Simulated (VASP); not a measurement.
A run of VASP 6.6.1 is set up as follows.

File INCAR:

```
SYSTEM = Pd
PREC = Accurate
ENCUT = 500
EDIFF = 1E-6
ISMEAR = 0
SIGMA = 0.02
LREAL = .False.
LASPH = .True.
NELM = 120
ALGO = Normal
ISIF = 2
LWAVE = .False.
LCHARG = .False.
GGA = PE
NBANDS = 11
GGA_COMPAT = .False.
```

KPOINTS

```
Automatic mesh
0
Gamma
  12 12 12
  0 0 0
```

Contents of POSCAR:

```
Pd
1.0
    2.7232705800      0.0000000000      0.0000000000
   -0.9077568598      2.5675241256      0.0000000000
   -0.9077568598     -1.2837620624      2.2235411178
Pd
1
Direct
    0.0000000000      0.0000000000      0.0000000000
```

Potentials or basis: VASP PAW PBE potentials, release 64 (Pd).

Launch:

```bash
$ cat potpaw_PBE.64/Pd/POTCAR > POTCAR
$ mpirun -np 1 vasp_std > vasp.out
```

Question: Estimate the pressure.

Answer: -1.5 GPa.

Question: Predict the band gap on the k mesh.

Answer: Zero (bands 5 and 6 overlap by 1.54 eV).
